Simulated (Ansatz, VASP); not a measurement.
## Two plane-wave programs on Tl

```
Tl
1.0
     3.59028    0.00000    0.00000
    -1.79514    3.10928    0.00000
     0.00000    0.00000    5.64194
Tl
2
Direct
  0.33333 0.66667 0.25000
  0.66667 0.33333 0.75000
```

Alike in both runs: task single point; functional PBE; k mesh 10 × 10 × 6; occupations gaussian, width 0.6 eV; no spin polarisation.

|  | VASP | Ansatz |
| --- | --- | --- |
| version | VASP 6.6.1 | Ansatz 0.2.0 |
| potentials or method | VASP PAW PBE potentials, release 64 (Tl_d), cutoff 520 eV | plane waves (420 eV) with PAW, scalar-relativistic |
| valence electrons in the cell | 26 | 26 |

VASP gave:

| Quantity | Value |
| --- | --- |
| pressure (GPa) | 0.1 |
| traceless stress, the component that is largest in VASP (GPa) | 0.11 |

**Question.** Estimate Ansatz's values.

**Answer.** Pressure (GPa): 0.2; traceless stress, the component that is largest in VASP (GPa): 0.11.

The functional is the same, so the differences come from potentials, cutoffs and numerics.

Neither program's run includes spin-orbit coupling.
